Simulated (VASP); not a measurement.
Here is a VASP 6.6.1 calculation.

Contents of INCAR:

```
  PREC = Accurate
  ENCUT = 520
  EDIFF = 1E-6
  ISMEAR = 0
  SIGMA = 0.02
  LREAL = False
  LASPH = True
  NELM = 100
  ALGO = Normal
  ISIF = 2
  LWAVE = False
  LCHARG = False
  GGA = PE
  NBANDS = 26
```

File KPOINTS:

```
Automatic mesh
0
Gamma
  8 8 8
```

File POSCAR:

```
AlN
1.0
   -3.2895642188      3.2895642188      2.0559285207
    3.2895642188     -3.2895642188      2.0559285207
    3.2895642188      3.2895642188     -2.0559285207
Al N
4 4
Direct
    0.3528620494      0.8528620494      0.2057240988
    0.6471379506      0.1471379506      0.7942759012
    0.8528620494      0.6471379506      0.5000000000
    0.1471379506      0.3528620494      0.5000000000
    0.3495640615      0.1504359385      0.5000000000
    0.6504359385      0.8495640615      0.5000000000
    0.8495640615      0.3495640615      0.1991281230
    0.1504359385      0.6504359385      0.8008718770
```

Potentials or basis: VASP PAW PBE potentials, release 64 (Al, N).

The run is started by

```console
$ cat potpaw_PBE.64/Al/POTCAR potpaw_PBE.64/N/POTCAR > POTCAR
$ mpirun -np 1 vasp_std > vasp.out
```

(1) What does it give for the largest force?

(2) What does it give for the band gap on the k mesh?

Answers

(1) 0.006 eV/Å.

(2) 2.21 eV, direct.
